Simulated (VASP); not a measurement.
A run of VASP 6.6.1 is set up as follows.

File INCAR:

```
SYSTEM = Hf2I3
  PREC = Accurate
  ENCUT = 600
  EDIFF = 1E-6
  ISMEAR = 0
  SIGMA = 0.1
  LREAL = .False.
  LASPH = .True.
  NELM = 60
  ALGO = Normal
  ISIF = 3
  LWAVE = .False.
  LCHARG = .False.
  GGA = PE
  IBRION = 2
  NSW = 90
  EDIFFG = -0.04
```

File KPOINTS:

```
Automatic mesh
0
Gamma
  6 6 2
  0 0 0
```

POSCAR

```
Hf2I3
1.0
    4.9450582777      0.0000000000      0.0000000000
   -2.4725291388      4.2825460917      0.0000000000
    0.0000000000      0.0000000000      7.6937074219
Hf I
2 3
Direct
    0.3333333333      0.6666666667      0.2450000000
    0.6666666667      0.3333333333      0.7550000000
    0.0000000000      0.0000000000      0.0000000000
    0.3333333333      0.6666666667      0.6450000000
    0.6666666667      0.3333333333      0.3550000000
```

Potentials or basis: VASP PAW PBE potentials, release 64 (Hf_pv, I).

The run is started by

```console
$ cat potpaw_PBE.64/Hf_pv/POTCAR potpaw_PBE.64/I/POTCAR > POTCAR
$ mpirun -np 1 vasp_std > vasp.out
```

**Question.** What does it give for the relaxed cell?

**Answer.** a = 4.901 Å, b = 4.901 Å, c = 7.838 Å, α = 90.00°, β = 90.00°, γ = 120.00°.

**Question.** Estimate the band gap on the k mesh.

**Answer.** Zero (an odd number of electrons rules out a gap without spin polarisation).

**Question.** What does it give for the space group after relaxing (to 0.1 Å)?

**Answer.** P-3m1 (No. 164).

Forces on the atoms (eV/Å):
```
Hf   0.000  0.000 -0.028
Hf   0.000  0.000  0.028
I    0.000  0.000  0.000
I    0.000  0.000  0.037
I    0.000  0.000 -0.037
```

Caveat: the k points lie up to 0.40 Å⁻¹ apart in the final cell, too coarse for converged energies and pressures of a metal; spin-orbit coupling is left out, which moves the levels of the heavy elements; an odd number of electrons without spin polarisation forces a metal; a magnetic or distorted state may lie lower.
